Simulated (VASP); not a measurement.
## BC5: relaxation of cell and atoms with PBE

BC5:

```
B C
1.0
     2.32073   -3.40051    0.00000
     2.32073    3.40051    0.00000
     0.00000    0.00000    5.53068
B C
1 5
Direct
  0.00000 0.00000 0.50000
  0.50000 0.50000 0.00000
  0.16405 0.16405 0.00000
  0.83595 0.83595 0.00000
  0.78415 0.21585 0.50000
  0.21585 0.78415 0.50000
```

The cell was generated, and may not be a known phase.

```yaml
Program: VASP 6.6.1
Task: relaxation of cell and atoms
Functional: PBE
Potentials_or_basis: VASP PAW PBE potentials, release 64 (B, C)
Cutoff: 600 eV
k_mesh: 4 × 4 × 4
Occupations: gaussian, width 0.1 eV
Spin: no spin polarisation
Dipole_correction: no
Further_INCAR_settings: ALGO = Normal; EDIFF = 1e-07; IBRION = 2; EDIFFG = -0.04; NSW = 90; ISIF = 3
```

```yaml
Relaxed_volume: 14.13 Å³/atom
Relaxed_cell: a = 3.836 Å, b = 3.836 Å, c = 6.774 Å, α = 90.00°, β = 90.00°, γ = 121.72°
Space_group_after_relaxing_to_0.1_Å: Cmmm (No. 65)
Pressure_after_relaxing: 0.1 GPa
Largest_force_after_relaxing: 0.014 eV/Å
Band_gap_on_the_k_mesh: zero (an odd number of electrons rules out a gap without spin polarisation)
```

Forces on the atoms (eV/Å):
```
B    0.000  0.000  0.000
C    0.000  0.000  0.000
C   -0.014  0.000  0.000
C    0.014  0.000  0.000
C    0.000 -0.008  0.000
C    0.000  0.008  0.000
```

Stress tensor (GPa, compression positive):
```
-0.15  0.00  0.00
 0.00  0.31  0.00
 0.00  0.00  0.03
```

Final structure:
```cif
data_structure
_symmetry_space_group_name_H-M 'P 1'
_symmetry_Int_Tables_number 1
_cell_length_a 3.8364
_cell_length_b 3.8364
_cell_length_c 6.7736
_cell_angle_alpha 90.000
_cell_angle_beta 90.000
_cell_angle_gamma 121.719
_cell_volume 84.80
loop_
_atom_site_label
_atom_site_type_symbol
_atom_site_fract_x
_atom_site_fract_y
_atom_site_fract_z
_atom_site_occupancy
B1 B 0.00000 0.00000 0.50000 1
C1 C 0.50000 0.50000 0.00000 1
C2 C 0.16680 0.16680 0.00000 1
C3 C 0.83320 0.83320 0.00000 1
C4 C 0.78452 0.21548 0.50000 1
C5 C 0.21548 0.78452 0.50000 1
```

Levels at points of the mesh, in eV from the Fermi level:
| k point | band 8 | band 9 | band 10 | band 11 | band 12 | band 13 | band 14 | band 15 |
| --- | --- | --- | --- | --- | --- | --- | --- | --- |
| (0.00, 0.00, 0.00) | -4.18 | -3.31 | -2.89 | -0.58 | 1.22 | 2.89 | 3.58 | 3.60 |
| (0.50, 0.00, 0.00) | -3.52 | -3.21 | -3.17 | -3.16 | -1.63 | 0.06 | 2.96 | 5.21 |
| (0.50, 0.50, 0.00) | -5.29 | -1.80 | -1.80 | -1.66 | -0.52 | 4.03 | 4.13 | 4.91 |
| (0.00, 0.00, 0.50) | -4.18 | -3.70 | -2.89 | -0.58 | 1.20 | 2.83 | 3.68 | 4.34 |
| (0.50, 0.00, 0.50) | -3.19 | -3.19 | -3.16 | -3.11 | -2.05 | 0.02 | 2.97 | 5.21 |
| (0.50, 0.50, 0.50) | -5.29 | -1.78 | -1.70 | -1.66 | -0.67 | 4.05 | 4.09 | 4.91 |

Run time: 4.4 min on 1 thread of Intel(R) Xeon(R) 6975P-C (Granite Rapids) (shared host), peak memory 0.24 GiB.

Caveat: the k points lie up to 0.48 Å⁻¹ apart in the final cell, too coarse for converged energies and pressures of a metal; a cell axis changed by over 15 % at a fixed basis, so the end point is rough; this functional lacks dispersion, which binds layers or chains, so the pressure and a relaxed spacing across them are unreliable; an odd number of electrons without spin polarisation forces a metal; a magnetic or distorted state may lie lower.
